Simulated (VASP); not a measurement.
Input of a VASP 6.6.1 run:

The input POSCAR:

```
AlN
1.0
    4.3679871192      0.0000000000      0.0000000000
    0.0000000000     -4.3679871192      0.0000000000
    0.0000000000      0.0000000000     -4.3679871192
Al N
4 4
Direct
    0.0242825847      0.4757174153      0.5000000000
    0.5000000000      0.0000000000      0.5000000000
    0.5000000000      0.5000000000      0.0000000000
    0.0000000000      0.0000000000      0.0000000000
    0.7500000000      0.7500000000      0.7500000000
    0.2500000000      0.2500000000      0.7500000000
    0.2500000000      0.7500000000      0.2500000000
    0.7500000000      0.2500000000      0.2500000000
```

INCAR.step1

```
SYSTEM = AlN
  ALGO = Normal
  EDIFF = 1E-4
  ENCUT = 520
  GGA = PE
  ISMEAR = 0
  LASPH = .True.
  LCHARG = .False.
  LREAL = .False.
  LWAVE = .True.
  NBANDS = 26
  NELM = 80
  PREC = Accurate
  SIGMA = 0.05
```

Contents of INCAR.step2:

```
SYSTEM = AlN
  ALGO = Normal
  EDIFF = 1E-6
  ENCUT = 520
  ISIF = 2
  ISMEAR = 0
  ISTART = 1
  LASPH = .True.
  LCHARG = .True.
  LELF = .True.
  LMIXTAU = .True.
  LREAL = .False.
  LVHAR = .True.
  LWAVE = .False.
  METAGGA = R2SCAN
  NBANDS = 26
  NELM = 80
  PREC = Accurate
  SIGMA = 0.05
```

The input KPOINTS:

```
k-points
0
Gamma
  6 6 6
  0 0 0
```

Potentials or basis: VASP PAW PBE potentials, release 64 (Al, N).

Launch:

```sh
$ cat potpaw_PBE.64/Al/POTCAR potpaw_PBE.64/N/POTCAR > POTCAR
$ cp INCAR.step1 INCAR
$ mpirun -np 1 vasp_std > vasp.out
$ cp INCAR.step2 INCAR
$ mpirun -np 1 vasp_std > vasp.out
```

(1) Estimate the pressure.

(2) What does it give for the band gap on the k mesh?

(3) Predict the largest force.

Results:

(1) 0.7 GPa.

(2) 3.34 eV.

(3) 3.424 eV/Å.

Caveat: the cell differs from its parent crystal (atom 1 (Al) moved +0.150 Å along Cartesian [1 1 0]); the PAW data sets were made with another functional, which shifts forces and pressure a little.
